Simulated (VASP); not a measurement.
# B2Se (P6_3mc) in VASP: a series of runs, part 2 of 2

VASP 6.6.1. The steps go on from the part before.

### 3 Relaxation of cell and atoms, PBE

This run uses another cell than the first one, of 13.99 Å³/atom.

INCAR reads:

```
  PREC = Accurate
  ENCUT = 600
  EDIFF = 1E-7
  ISMEAR = 0
  SIGMA = 0.1
  LREAL = F
  LASPH = T
  NELM = 60
  ALGO = Normal
  ISIF = 3
  LWAVE = F
  LCHARG = F
  GGA = PE
  IBRION = 2
  NSW = 100
  EDIFFG = -0.01
```

KPOINTS reads:

```
regular mesh
0
Gamma
  12 12 4
```

POSCAR reads:

```
B2Se
1.0
    2.9927938292      0.0000000000      0.0000000000
   -1.4963969146      2.5918354844      0.0000000000
    0.0000000000      0.0000000000     10.8183566280
B Se
4 2
Direct
    0.3333333333      0.6666666667      0.1507088491
    0.6666666667      0.3333333333      0.6507088491
    0.0000000000      0.0000000000      0.1361191331
    0.0000000000      0.0000000000      0.6361191331
    0.3333333333      0.6666666667      0.3381720178
    0.6666666667      0.3333333333      0.8381720178
```

Potentials or basis: VASP PAW PBE potentials, release 64 (B, Se).

Run with:

```bash
$ cat potpaw_PBE.64/B/POTCAR potpaw_PBE.64/Se/POTCAR > POTCAR
$ mpirun -np 1 vasp_std > vasp.out
```

OUTCAR:

```text
PREC = Accurate
   ENCUT = 600
   EDIFF = 1E-7
   ISMEAR = 0
   LREAL = F
   LASPH = T
   NELM = 60
   ISIF = 3
   GGA = PE
   IBRION = 2
   NSW = 100
   EDIFFG = -0.01

 ion  position               nearest neighbor table
   1  0.333  0.667  0.151-   3 1.74   3 1.74   3 1.74   5 2.03
   2  0.667  0.333  0.651-   4 1.74   4 1.74   4 1.74   6 2.03
   3  0.000  0.000  0.136-   1 1.74   1 1.74   1 1.74
   4  0.000  0.000  0.636-   2 1.74   2 1.74   2 1.74
   5  0.333  0.667  0.338-   1 2.03
   6  0.667  0.333  0.838-   2 2.03

  LATTYP: Found a hexagonal cell.
 ALAT       =     2.9927938292
 C/A-ratio  =     3.6148018358

  Lattice vectors:

 A1 = (   2.9927938292,   0.0000000000,   0.0000000000)
 A2 = (  -1.4963969146,   2.5918354844,   0.0000000000)
 A3 = (   0.0000000000,   0.0000000000,  10.8183566280)

Analysis of symmetry for initial positions (statically):
=====================================================================
 Subroutine PRICEL returns:
 Original cell was already a primitive cell.

 Routine SETGRP: Setting up the symmetry group for a
 hexagonal supercell.

 Subroutine GETGRP returns: Found 12 space group operations
 (whereof  6 operations were pure point group operations)
 out of a pool of 24 trial point group operations.

The static configuration has the point symmetry C_3v.
 The point group associated with its full space group is C_6v.

Analysis of symmetry for dynamics (positions and initial velocities):
=====================================================================
 Subroutine PRICEL returns:
 Original cell was already a primitive cell.

 Routine SETGRP: Setting up the symmetry group for a
 hexagonal supercell.

 Subroutine GETGRP returns: Found 12 space group operations
 (whereof  6 operations were pure point group operations)
 out of a pool of 24 trial point group operations.

The dynamic configuration has the point symmetry C_3v.
 The point group associated with its full space group is C_6v.
[... 120 lines left out ...]
   EMIN   =  10.00;   EMAX   =-10.00  energy-range for DOS
   EFERMI =   0.00;   METHOD = LEGACY
   ISMEAR =     0;   SIGMA  =   0.10  broadening in eV -4-tet -1-fermi 0-gaus
   EFERMI_NEDOS =   21; number of points for ismear=-14 and -15
   IALGO  =     38    algorithm
   IMIX   =      4    mixing-type and parameters
     AMIX     =   0.40;   BMIX     =  1.00
     AMIX_MAG =   1.60;   BMIX_MAG =  1.00
  volume/ion in A,a.u.               =      13.99        94.38
  Fermi-wavevector in a.u.,A,eV,Ry     =   1.078607  2.038272 15.828936  1.163394
  Thomas-Fermi vector in A             =   2.214551
   LORBIT       =      0    0 simple, 1 ext, 2 COOP (PROOUT), +10 PAW based schemes
   GGA     = PE    functional components
   LHFCALC =     F    Hartree Fock is set to
   AEXX    =    0.0000 exact exchange contribution
   IVDW    =     0    specifies the selected vdW correction
   LEPSILON=     F    determine dielectric tensor
   LRPA    =     F    only Hartree local field effects (RPA)
 conjugate gradient relaxation of ions
 non-spin polarized calculation
 Gauss-broadening in eV      SIGMA  =   0.10
  energy-cutoff  :      600.00
  volume of cell :       83.92
 maximum number of plane-waves:      2862
 NGX is ok and might be reduce to    24
   NGX = 11   NGY = 11   NGZ = 43

--------------------------------------- Ionic step        1  -------------------------------------------

 number of electron      24.0000000 magnetization

 Free energy of the ion-electron system (eV)
  ---------------------------------------------------
  ext. energy  EPLUGINS =         0.00000000
  ---------------------------------------------------
  free energy    TOTEN  =       -30.35407266 eV

  energy without entropy =      -30.33720945  energy(sigma->0) =      -30.34564106

------------------------ aborting loop because EDIFF is reached ----------------------------------------

  FORCE on cell =-STRESS in cart. coord.  units (eV):
  Direction    XX          YY          ZZ          XY          YZ          ZX
  --------------------------------------------------------------------------------------
  -------------------------------------------------------------------------------------
  Total        0.9402041      0.9402041     -2.0955459      0.0000000      0.0000000      0.0000000
  in kB       17.9509395     17.9509395    -40.0094188      0.0000000      0.0000000      0.0000000
  external PRESSURE =      -1.3691799 kB  Pullay stress =       0.0000000 kB
[... 1022 lines left out ...]
      5      -2.0985      2.00000
      6      -2.0708      2.00000
[... 8 lines left out ...]
     15       6.0758      0.00000
     16       6.6685      0.00000

 [... further k-points ...]

[... ionic steps 4 to 17 ...]

--------------------------------------- Ionic step       18  -------------------------------------------

 number of electron      24.0000001 magnetization

------------------------ aborting loop because EDIFF is reached ----------------------------------------
[... 75 lines left out ...]
--------------------------------------- Ionic step       20  -------------------------------------------

 number of electron      24.0000001 magnetization

 Free energy of the ion-electron system (eV)
  ---------------------------------------------------
  ext. energy  EPLUGINS =         0.00000000
  ---------------------------------------------------
  free energy    TOTEN  =       -30.42481776 eV

  energy without entropy =      -30.42107559  energy(sigma->0) =      -30.42294668

 E-fermi :   3.2898     XC(G=0):  -9.7284

 val. band max:        3.1538419040   @ k =   0.0833   0.0000   0.0000
 cond. band min:       3.3336455218   @ k =   0.2500   0.1667   0.0000
 fundamental gap:      0.1798036178
 Fermi energy:         3.2897640004
[... 489 lines left out ...]
  FREE ENERGIE OF THE ION-ELECTRON SYSTEM (eV)
  ---------------------------------------------------
  free  energy   TOTEN  =       -30.4248177632 eV

  energy  without entropy=      -30.4210755946  energy(sigma->0) =      -30.42294668

 reached required accuracy - stopping structural energy minimisation
```

OSZICAR:

```text
N       E                     dE             d eps       ncg     rms          rms(c)
DAV:   1     0.968861058798E+02    0.96886E+02   -0.11710E+04  1824   0.146E+03
DAV:   2    -0.310519340271E+02   -0.12794E+03   -0.12572E+03  2552   0.222E+02
DAV:   3    -0.370678204063E+02   -0.60159E+01   -0.58865E+01  2360   0.537E+01
[... 189 lines left out ...]
DAV:   3    -0.304248341948E+02    0.45744E-04   -0.21991E-04  2048   0.823E-02    0.197E-02
DAV:   4    -0.304248182610E+02    0.15934E-04   -0.54382E-05  2016   0.410E-02    0.627E-03
DAV:   5    -0.304248178451E+02    0.41592E-06   -0.30463E-06  1856   0.108E-02    0.340E-03
DAV:   6    -0.304248177328E+02    0.11227E-06   -0.89000E-07  1920   0.589E-03    0.150E-03
DAV:   7    -0.304248177632E+02   -0.30377E-07   -0.91173E-08   912   0.208E-03
  20 F= -.30424818E+02 E0= -.30422947E+02  d E =-.479102E-04
```

CONTCAR:

```text
B2Se
   1.00000000000000
     3.0278038963638321   -0.0000000000000000   -0.0000000000000000
    -1.5139019481819160    2.6221550919528971    0.0000000000000000
    -0.0000000000000000    0.0000000000000000   11.0563085027517847
  B               Se
     4     2
Direct
     0.3333333332999970    0.6666666667000030    0.1526245258529223
     0.6666666667000030    0.3333333332999970    0.6526245258529223
     0.0000000000000000    1.0000000000000000    0.1426112392183082
     0.0000000000000000    1.0000000000000000    0.6426112392183081
     0.3333333332999970    0.6666666667000030    0.3297642349287695
     0.6666666667000030    0.3333333332999970    0.8297642349287693

  0.00000000E+00  0.00000000E+00  0.00000000E+00
  0.00000000E+00  0.00000000E+00  0.00000000E+00
  0.00000000E+00  0.00000000E+00  0.00000000E+00
  0.00000000E+00  0.00000000E+00  0.00000000E+00
  0.00000000E+00  0.00000000E+00  0.00000000E+00
  0.00000000E+00  0.00000000E+00  0.00000000E+00
```

Run time: 7.1 min. Hardware: 1 thread of Intel Xeon 6975P-C (Granite Rapids), shared host; peak memory 0.27 GiB.

Results:

```yaml
Free_energy: -30.4248 eV
Relaxed_volume: 14.63 Å³/atom
Relaxed_cell: a = 3.028 Å, b = 3.028 Å, c = 11.056 Å, α = 90.00°, β = 90.00°, γ = 120.00°
Space_group_after_relaxing_to_0.1_Å: P6_3mc (No. 186)
Energy_gained_by_relaxing: 11.8 meV/atom
Ionic_steps: 20
Pressure_after_relaxing: 0.0 GPa
Largest_force_after_relaxing: 0.004 eV/Å
Band_gap_on_the_k_mesh: zero (bands 12 and 13 overlap by 4.61 eV)
```

Forces in eV/Å, atoms in the order of the input:
```
B    0.000  0.000 -0.004
B    0.000  0.000 -0.004
B    0.000  0.000  0.003
B    0.000  0.000  0.003
Se   0.000  0.000  0.001
Se   0.000  0.000  0.001
```

The path:
```csv
step,energy change (eV),largest force (eV/Å),pressure (GPa),volume (Å³)
1,0.0000,0.5139,-0.14,83.92
2,-0.0508,0.2614,0.63,83.75
3,-0.0509,0.2755,0.71,83.74
4,-0.0608,0.1183,-0.27,84.48
5,-0.0610,0.0945,-0.43,84.59
6,-0.0635,0.0737,0.13,84.27
7,-0.0635,0.0730,0.12,84.27
8,-0.0643,0.0185,0.31,84.34
9,-0.0646,0.0335,0.48,84.40
10,-0.0649,0.0314,0.44,84.50
11,-0.0660,0.0251,0.33,84.80
12,-0.0676,0.0150,0.13,85.41
13,-0.0691,0.0300,-0.26,86.64
14,-0.0692,0.0390,-0.38,87.03
15,-0.0702,0.0382,-0.17,87.25
16,-0.0706,0.0370,0.04,87.44
17,-0.0706,0.0368,0.07,87.47
18,-0.0707,0.0113,0.10,87.59
19,-0.0707,0.0169,0.11,87.62
20,-0.0707,0.0038,-0.01,87.78
```

Final structure:
```
CELL_PARAMETERS angstrom
3.02780 0.00000 0.00000
-1.51390 2.62216 0.00000
0.00000 0.00000 11.05631
ATOMIC_POSITIONS crystal
B 0.33333 0.66667 0.15262
B 0.66667 0.33333 0.65262
B 0.00000 0.00000 0.14261
B 0.00000 0.00000 0.64261
Se 0.33333 0.66667 0.32976
Se 0.66667 0.33333 0.82976
```

Caveat: this functional lacks dispersion, which binds the layers, so the pressure and a relaxed spacing across them are unreliable.
